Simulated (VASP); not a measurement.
Runs of VASP 6.6.1 on Ti. The structure is that of space group I4/mmm (No. 139), or close to it. The cells are those of the table. 

```tsv
cell	gap on the mesh (eV)	pressure (GPa)
a = 2.933, b = 2.933, c = 3.101 Å, angles 58.1, 58.1, 63.8°, 1 atom	none	-10.9
a = 2.880, b = 2.880, c = 3.101 Å, angles 57.4, 57.4, 65.1°, 1 atom	none	(a)
a = 2.873, b = 2.873, c = 2.986 Å, angles 58.7, 58.7, 62.6°, 1 atom	none	-4.5
a = 2.819, b = 2.819, c = 2.986 Å, angles 58.0, 58.0, 64.0°, 1 atom	none	(c)
a = 2.758, b = 2.758, c = 2.871 Å, angles 58.6, 58.6, 62.7°, 1 atom	none	10.1
a = 2.933, b = 2.933, c = 2.756 Å, angles 62.0, 62.0, 56.0°, 1 atom	none	-0.3
a = 2.880, b = 2.880, c = 2.641 Å, angles 62.7, 62.7, 54.6°, 1 atom	none	(b)
a = 2.819, b = 2.819, c = 2.641 Å, angles 62.1, 62.1, 55.9°, 1 atom	none	16.7
```

Alike in all rows: task single point; level PBEsol; potentials or basis VASP PAW PBE potentials, release 64 (Ti_sv); no spin polarisation; k mesh 20 × 20 × 20; cutoff (eV) 520; smearing gaussian 0.15 eV.

Fill in the values left out.

(a) -7.7; (b) 10.4; (c) -0.1.

Caveats: the PAW data sets were made with another functional, which shifts forces and pressure a little.

A gap of «none» marks levels without a gap at the run's occupations.
